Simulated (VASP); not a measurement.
Here is a VASP 6.6.1 calculation.

Contents of INCAR:

```
SYSTEM = BiB2As
PREC = Accurate
ENCUT = 520
EDIFF = 1E-6
ISMEAR = 0
SIGMA = 0.01
LREAL = .FALSE.
LASPH = .TRUE.
NELM = 100
ALGO = Normal
ISIF = 2
LWAVE = .FALSE.
LCHARG = .FALSE.
GGA = PE
NBANDS = 21
```

The input KPOINTS:

```
regular mesh
0
G
  6 6 4
  0 0 0
```

Contents of POSCAR:

```
BiB2As
1.0
    3.5971703165      0.0000000000      0.0000000000
    0.0000000000      3.5971703165      0.0000000000
    0.0000000000      0.0000000000      5.1477220416
As B Bi
1 2 1
Direct
    0.0000000000      0.0000000000      0.0000000000
    0.0000000000      0.5000000000      0.7809883198
    0.5000000000      0.0000000000      0.2190116802
    0.5000000000      0.5000000000      0.5000000000
```

Potentials or basis: VASP PAW PBE potentials, release 64 (As, B, Bi_d).

Launch:

```sh
$ cat potpaw_PBE.64/As/POTCAR potpaw_PBE.64/B/POTCAR potpaw_PBE.64/Bi_d/POTCAR > POTCAR
$ mpirun -np 1 vasp_std > vasp.out
```

(1) Estimate the pressure.

(2) What does it give for the band gap on the k mesh?

Answers

(1) 3.3 GPa.

(2) 0.32 eV (least direct gap 0.80 eV).

Caveat: the cell stands under pressure; spin-orbit coupling is left out, which moves the levels of the heavy elements.
